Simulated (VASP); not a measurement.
# Au (P6_3/mmc) in VASP: a series of runs

Au is run at these levels: BLYP; tasks: single point.

Everything below comes from runs of VASP 6.6.1. Logs are shortened: lines on timing, memory, paths and dates and some standing lists are left out, and cuts for length are marked.

## 1. The cell of the first run

Symmetry: P6_3/mmc, No. 194, hexagonal system. Conventional cell: a = 3.097 Å, b = 3.097 Å, c = 10.506 Å, α = 90.00°, β = 90.00°, γ = 120.00°. Au (site symmetry -3m) has 12 Au at 3.10 to 3.18 Å within 4.1 Å. Within 4.1 Å of Au (site symmetry -6m2) lie 12 Au at 3.10 to 3.18 Å.

This isn't the form of Au at room conditions, which is fcc.

## 2. Single point, BLYP (21.82 Å³/atom)

The input, INCAR:

```
PREC = Accurate ; ENCUT = 520
EDIFF = 1E-6 ; ISMEAR = -1
SIGMA = 0.1 ; LREAL = False
LASPH = True ; NELM = 100
ALGO = Normal ; ISIF = 2
LWAVE = False ; LCHARG = False
GGA = B5 ; ALDAX = 1.0
AGGAX = 1.0 ; AGGAC = 1.0
ALDAC = 0.0 ; NBANDS = 30
```

The input, KPOINTS:

```
regular mesh
0
Gamma
  14 14 4
```

The input, POSCAR:

```
Au
1.0
    3.0970193834      0.0000000000      0.0000000000
   -1.5485096917      2.6820974620      0.0000000000
    0.0000000000      0.0000000000     10.5061278812
Au
4
Direct
    0.0000000000      0.0000000000      1.0000000000
    0.0000000000      0.0000000000      0.5000000000
    0.3333333333      0.6666666667      0.2500000000
    0.6666666667      0.3333333333      0.7500000000
```

Potentials or basis: VASP PAW PBE potentials, release 64 (Au).

Command:

```bash
> cat potpaw_PBE.64/Au/POTCAR > POTCAR
> mpirun -np 1 vasp_std > vasp.out
```

OUTCAR:

```text
PREC = Accurate
   ENCUT = 520
   EDIFF = 1E-6
   ISMEAR = -1
   LREAL = False
   LASPH = True
   NELM = 100
   ISIF = 2
   GGA = B5

 ion  position               nearest neighbor table
   1  0.000  0.000  0.000-   3 3.18   4 3.18   3 3.18   4 3.18   4 3.18   3 3.18
   2  0.000  0.000  0.500-   3 3.18   4 3.18   3 3.18   4 3.18   4 3.18   3 3.18
   3  0.333  0.667  0.250-   1 3.18   2 3.18   1 3.18   2 3.18   1 3.18   2 3.18
   4  0.667  0.333  0.750-   1 3.18   2 3.18   1 3.18   2 3.18   1 3.18   2 3.18

  LATTYP: Found a hexagonal cell.
 ALAT       =     3.0970193834
 C/A-ratio  =     3.3923352038

  Lattice vectors:

 A1 = (   3.0970193834,   0.0000000000,   0.0000000000)
 A2 = (  -1.5485096917,   2.6820974620,   0.0000000000)
 A3 = (   0.0000000000,   0.0000000000,  10.5061278812)

Analysis of symmetry for initial positions (statically):
=====================================================================
 Subroutine PRICEL returns:
 Original cell was already a primitive cell.

 Routine SETGRP: Setting up the symmetry group for a
 hexagonal supercell.

 Subroutine GETGRP returns: Found 24 space group operations
 (whereof 12 operations were pure point group operations)
 out of a pool of 24 trial point group operations.

The static configuration has the point symmetry D_3d.
 The point group associated with its full space group is D_6h.

Analysis of symmetry for dynamics (positions and initial velocities):
=====================================================================
 Subroutine PRICEL returns:
 Original cell was already a primitive cell.

 Routine SETGRP: Setting up the symmetry group for a
 hexagonal supercell.

 Subroutine GETGRP returns: Found 24 space group operations
 (whereof 12 operations were pure point group operations)
 out of a pool of 24 trial point group operations.

The dynamic configuration has the point symmetry D_3d.
 The point group associated with its full space group is D_6h.

 Subroutine INISYM returns: Found 24 space group operations
 (whereof 12 operations are pure point group operations),
 and found     1 'primitive' translations

----------------------------------------------------------------------------------------

                                     Primitive cell

  volume of cell :      87.2692

  direct lattice vectors                    reciprocal lattice vectors
     3.097019383  0.000000000  0.000000000     0.322891101  0.186421264  0.000000000
    -1.548509692  2.682097462  0.000000000     0.000000000  0.372842529  0.000000000
     0.000000000  0.000000000 10.506127881     0.000000000  0.000000000  0.095182546

  length of vectors
     3.097019383  3.097019383 10.506127881     0.372842529  0.372842529  0.095182546

  position of ions in fractional coordinates (direct lattice)
     0.000000000  0.000000000  0.000000000
     0.000000000  0.000000000  0.500000000
     0.333333333  0.666666667  0.250000000
     0.666666667  0.333333333  0.750000000

  ion indices of the primitive-cell ions
   primitive index   ion index
                 1           1
                 2           2
                 3           3
                 4           4

----------------------------------------------------------------------------------------

 KPOINTS: regular mesh

Automatic generation of k-mesh.
 Grid dimensions read from file:
 generate k-points for:   14   14    4

 Generating k-lattice:

  Cartesian coordinates                     Fractional coordinates (reciprocal lattice)
     0.023063650  0.013315805  0.000000000     0.071428571  0.000000000  0.000000000
     0.000000000  0.026631609  0.000000000     0.000000000  0.071428571  0.000000000
     0.000000000  0.000000000  0.023795636     0.000000000  0.000000000  0.250000000

  Length of vectors
     0.026631609  0.026631609  0.023795636

  Shift w.r.t. Gamma in fractional coordinates (k-lattice)
     0.000000000  0.000000000  0.000000000

 Subroutine IBZKPT returns following result:
 ===========================================

 Found     72 irreducible k-points:

 Following reciprocal coordinates:
            Coordinates               Weight
  0.000000  0.000000  0.000000      1.000000
  0.071429 -0.000000  0.000000      6.000000
  0.142857  0.000000  0.000000      6.000000
  0.214286 -0.000000  0.000000      6.000000
  0.285714 -0.000000  0.000000      6.000000
  0.357143 -0.000000  0.000000      6.000000
[... 16 lines left out ...]
  0.285714  0.285714  0.000000      6.000000
  0.357143  0.285714  0.000000      6.000000
 [... further k-points ...]
   k-points           NKPTS =     72   k-points in BZ     NKDIM =     72   number of bands    NBANDS=     30
   number of dos      NEDOS =    301   number of ions     NIONS =      4
   total plane-waves  NPLWV =  46080
   dimension x,y,z NGX =    24 NGY =   24 NGZ =   80
   dimension x,y,z NGXF=    48 NGYF=   48 NGZF=  160
   ions per type =               4
   NGX,Y,Z   is equivalent  to a cutoff of  12.88, 12.88, 12.66 a.u.
   NGXF,Y,Z  is equivalent  to a cutoff of  25.77, 25.77, 25.32 a.u.
 SYSTEM =  unknown system
   PREC   = accura    normal or accurate (medium, high low for compatibility)
   ISTART =      0    job   : 0-new  1-cont  2-samecut
   ICHARG =      2    charge: 1-file 2-atom 10-const
   ISPIN  =      1    spin polarized calculation?
   LNONCOLLINEAR =      F non collinear calculations
   LSORBIT =      F    spin-orbit coupling
   LASPH  =      T    aspherical Exc in radial PAW
   ENCUT  =  520.0 eV  38.22 Ry    6.18 a.u.   5.76  5.76 19.53*2*pi/ulx,y,z
   NELM   =    100;   NELMIN=  2; NELMDL= -5     # of ELM steps
   EDIFF  = 0.1E-05   stopping-criterion for ELM
   LREAL  =      F    real-space projection
   EDIFFG = 0.1E-04   stopping-criterion for IOM
   NSW    =      0    number of steps for IOM
   IBRION =     -1    ionic relax: 0-MD 1-quasi-New 2-CG
   NFREE  =      0    steps in history (QN), initial steepest desc. (CG)
   ISIF   =      2    stress and relaxation
   ISYM   =      2    0-nonsym 1-usesym 2-fastsym
   POTIM  = 0.5000    time-step for ionic-motion
   TEBEG  =    0.0;   TEEND  =   0.0 temperature during run
   PSTRESS=    0.0 pullay stress
   NELECT =      44.0000    total number of electrons
   NUPDOWN=      -1.0000    fix difference up-down
   EMIN   =  10.00;   EMAX   =-10.00  energy-range for DOS
   EFERMI =   0.00;   METHOD = LEGACY
   ISMEAR =    -1;   SIGMA  =   0.10  broadening in eV -4-tet -1-fermi 0-gaus
   EFERMI_NEDOS =   21; number of points for ismear=-14 and -15
   IALGO  =     38    algorithm
   IMIX   =      4    mixing-type and parameters
     AMIX     =   0.40;   BMIX     =  1.00
     AMIX_MAG =   1.60;   BMIX_MAG =  1.00
  volume/ion in A,a.u.               =      21.82       147.23
  Fermi-wavevector in a.u.,A,eV,Ry     =   1.302983  2.462280 23.099483  1.697764
  Thomas-Fermi vector in A             =   2.434015
   LORBIT       =      0    0 simple, 1 ext, 2 COOP (PROOUT), +10 PAW based schemes
   GGA     = B5    functional components
   LHFCALC =     F    Hartree Fock is set to
   AEXX    =    0.0000 exact exchange contribution
   IVDW    =     0    specifies the selected vdW correction
   LEPSILON=     F    determine dielectric tensor
   LRPA    =     F    only Hartree local field effects (RPA)
 non-spin polarized calculation
  energy-cutoff  :      520.00
  volume of cell :       87.27
 maximum number of plane-waves:      2365
 NGX is ok and might be reduce to    24
   NGX = 11   NGY = 11   NGZ = 39

 number of electron      43.9999998 magnetization

 Free energy of the ion-electron system (eV)
  ---------------------------------------------------
  ext. energy  EPLUGINS =         0.00000000
  ---------------------------------------------------
  free energy    TOTEN  =        -9.57712734 eV

  energy without entropy =       -9.53361797  energy(sigma->0) =       -9.55537266

 E-fermi :   6.4060     XC(G=0): -10.6830

 val. band max:        6.3491814829   @ k =   0.3571   0.1429   0.5000
 cond. band min:       6.4379531475   @ k =   0.4286   0.0714   0.0000
 fundamental gap:      0.0887716646
 Fermi energy:         6.4059751196

 k-point     1 :       0.0000    0.0000    0.0000
  band No.  band energies     occupation
      1      -1.0754      2.00000
      2       0.2689      2.00000
      3       0.2698      2.00000
      4       0.9048      2.00000
      5       2.6312      2.00000
      6       2.7568      2.00000
[... 22 lines left out ...]
     29      21.1119      0.00000
     30      21.9875      0.00000

 k-point     2 :       0.0714   -0.0000    0.0000
  band No.  band energies     occupation
      1      -0.9434      2.00000
      2       0.3957      2.00000
      3       0.3965      2.00000
      4       1.0097      2.00000
      5       2.6283      2.00000
      6       2.6492      2.00000
[... 22 lines left out ...]
     29      21.1669      0.00000
     30      21.3550      0.00000

 k-point     3 :       0.1429    0.0000    0.0000
  band No.  band energies     occupation
      1      -0.5605      2.00000
      2       0.7461      2.00000
      3       0.7469      2.00000
      4       1.2907      2.00000
      5       2.4160      2.00000
      6       2.5389      2.00000
[... 22 lines left out ...]
     29      19.9404      0.00000
     30      19.9440      0.00000

 k-point     4 :       0.2143   -0.0000    0.0000
  band No.  band energies     occupation
      1       0.0218      2.00000
      2       1.1790      2.00000
      3       1.1795      2.00000
      4       1.6053      2.00000
      5       2.2359      2.00000
      6       2.3513      2.00000
[... 22 lines left out ...]
     29      17.8371      0.00000
     30      17.9379      0.00000

 k-point     5 :       0.2857   -0.0000    0.0000
  band No.  band energies     occupation
      1       0.6587      2.00000
      2       1.3867      2.00000
      3       1.4081      2.00000
      4       1.6885      2.00000
      5       2.1266      2.00000
      6       2.1542      2.00000
[... 22 lines left out ...]
     29      16.8904      0.00000
     30      17.3038      0.00000
[... 526 lines left out ...]
     29      12.9678      0.00000
     30      14.2988      0.00000

 k-point    22 :       0.3571    0.2143    0.0000
  band No.  band energies     occupation
      1       1.6480      2.00000
      2       1.6775      2.00000
      3       1.9621      2.00000
      4       2.2009      2.00000
      5       2.2821      2.00000
      6       2.3363      2.00000
[... 22 lines left out ...]
     29      13.7048      0.00000
     30      13.9591      0.00000

 k-point    23 :       0.2857    0.2857    0.0000
  band No.  band energies     occupation
      1       1.8610      2.00000
      2       1.8637      2.00000
      3       2.0358      2.00000
      4       2.1209      2.00000
      5       2.3541      2.00000
      6       2.3630      2.00000
[... 22 lines left out ...]
     29      12.6588      0.00000
     30      12.6821      0.00000

 k-point    24 :       0.3571    0.2857    0.0000
  band No.  band energies     occupation
      1       1.8955      2.00000
      2       1.9341      2.00000
      3       2.1659      2.00000
      4       2.1710      2.00000
      5       2.2208      2.00000
      6       2.2588      2.00000
[... 22 lines left out ...]
     29      12.2412      0.00000
     30      14.1087      0.00000

 [... further k-points ...]

------------------------ aborting loop because EDIFF is reached ----------------------------------------

  FORCE on cell =-STRESS in cart. coord.  units (eV):
  Direction    XX          YY          ZZ          XY          YZ          ZX
  --------------------------------------------------------------------------------------
  -------------------------------------------------------------------------------------
  Total       -4.3991910     -4.3991910     -4.0823135      0.0000000      0.0000000      0.0000000
  in kB      -80.7648211    -80.7648211    -74.9472632      0.0000000      0.0000000      0.0000000
  external PRESSURE =     -78.8256351 kB  Pullay stress =       0.0000000 kB

 VOLUME and BASIS-vectors are now :
 -----------------------------------------------------------------------------
  energy-cutoff  :      520.00
  volume of cell :       87.27
      direct lattice vectors                 reciprocal lattice vectors
     3.097019383  0.000000000  0.000000000     0.322891101  0.186421264  0.000000000
    -1.548509692  2.682097462  0.000000000     0.000000000  0.372842529  0.000000000
     0.000000000  0.000000000 10.506127881     0.000000000  0.000000000  0.095182546

 POSITION                                       TOTAL-FORCE (eV/Angst)
 -----------------------------------------------------------------------------------
      0.00000      0.00000      0.00000         0.000000      0.000000      0.000000
      0.00000      0.00000      5.25306        -0.000000      0.000000      0.000000
     -0.00000      1.78806      2.62653        -0.000000     -0.000000     -0.000000
      1.54851      0.89403      7.87960         0.000000      0.000000     -0.000000
 -----------------------------------------------------------------------------------
    total drift:                               -0.000000      0.000000     -0.000000

  FREE ENERGIE OF THE ION-ELECTRON SYSTEM (eV)
  ---------------------------------------------------
  free  energy   TOTEN  =        -9.5771273448 eV

  energy  without entropy=       -9.5336179654  energy(sigma->0) =       -9.55537266
```

It took 2.1 min on 1 thread of AMD EPYC 7R43 (Zen 3), shared host; peak memory 0.25 GiB.

What came out:

```yaml
Free_energy: -9.5771 eV
Pressure: -7.9 GPa
Band_gap_on_the_k_mesh: zero (bands 22 and 23 overlap by 4.06 eV)
```

Levels at points of the mesh, in eV from the Fermi level:
```csv
k point,band 18,band 19,band 20,band 21,band 22,band 23,band 24,band 25,band 26,band 27
"(0.00, 0.00, 0.00)",-2.46,-2.46,-2.31,-2.31,-1.95,-1.95,0.07,1.48,8.95,8.97
"(0.50, 0.00, 0.00)",-1.72,-1.70,-1.67,0.43,0.92,1.17,1.27,2.51,2.80,5.19
"(0.00, 0.00, 0.50)",-2.64,-2.21,-2.21,-2.09,-2.09,-2.09,-2.09,4.65,4.65,13.19
"(0.50, 0.00, 0.50)",-1.76,-1.68,-1.68,0.66,0.66,1.16,1.16,3.44,3.44,4.25
```

Caveat: the cell stands under tension; the PAW data sets were made with another functional, which shifts forces and pressure a little; spin-orbit coupling is left out, which moves the levels of the heavy elements.

## 3. Single point, BLYP

This run uses another cell than the first one, of 19.48 Å³/atom.

The input, INCAR:

```
SYSTEM = Au
PREC = Accurate
ENCUT = 520
EDIFF = 1E-6
ISMEAR = -1
SIGMA = 0.1
LREAL = .False.
LASPH = .True.
NELM = 80
ALGO = Normal
ISIF = 2
LWAVE = .False.
LCHARG = .False.
GGA = B5
ALDAX = 1.0
AGGAX = 1.0
AGGAC = 1.0
ALDAC = 0.0
NBANDS = 30
```

The input, KPOINTS:

```
regular mesh
0
Gamma
  16 16 4
  0 0 0
```

The input, POSCAR:

```
Au
1.0
    2.9822078972      0.0000000000      0.0000000000
   -1.4911039486      2.5826677984      0.0000000000
    0.0000000000      0.0000000000     10.1166488350
Au
4
Direct
    0.0000000000      0.0000000000      1.0000000000
    0.0000000000      0.0000000000      0.5000000000
    0.3333333333      0.6666666667      0.2500000000
    0.6666666667      0.3333333333      0.7500000000
```

Potentials or basis: VASP PAW PBE potentials, release 64 (Au).

Command:

```bash
> cat potpaw_PBE.64/Au/POTCAR > POTCAR
> mpirun -np 1 vasp_std > vasp.out
```

Wall time 3.6 min (1 thread of AMD EPYC 7R43 (Zen 3), shared host); peak memory 0.26 GiB.

Results (log left out):

```
Free energy            : -9.8224 eV
Pressure               : 0.5 GPa
Band gap on the k mesh : zero (bands 22 and 23 overlap by 4.80 eV)
```

Stress tensor (GPa, compression positive):
```
0.69 0.00 0.00
0.00 0.69 0.00
0.00 0.00 0.21
```

Levels at points of the mesh, in eV from the Fermi level:
```tsv
k point	band 20	band 21	band 22	band 23	band 24	band 25
(0.00, 0.00, 0.00)	-2.48	-2.48	-2.04	-2.04	-0.41	1.91
(0.50, 0.00, 0.00)	-1.70	0.12	0.84	1.06	1.36	3.02
(0.00, 0.00, 0.50)	-2.63	-2.21	-2.21	-2.21	-2.21	5.07
(0.50, 0.00, 0.50)	-1.71	0.54	0.54	1.28	1.28	3.72
```

Caveat: the PAW data sets were made with another functional, which shifts forces and pressure a little; spin-orbit coupling is left out, which moves the levels of the heavy elements.
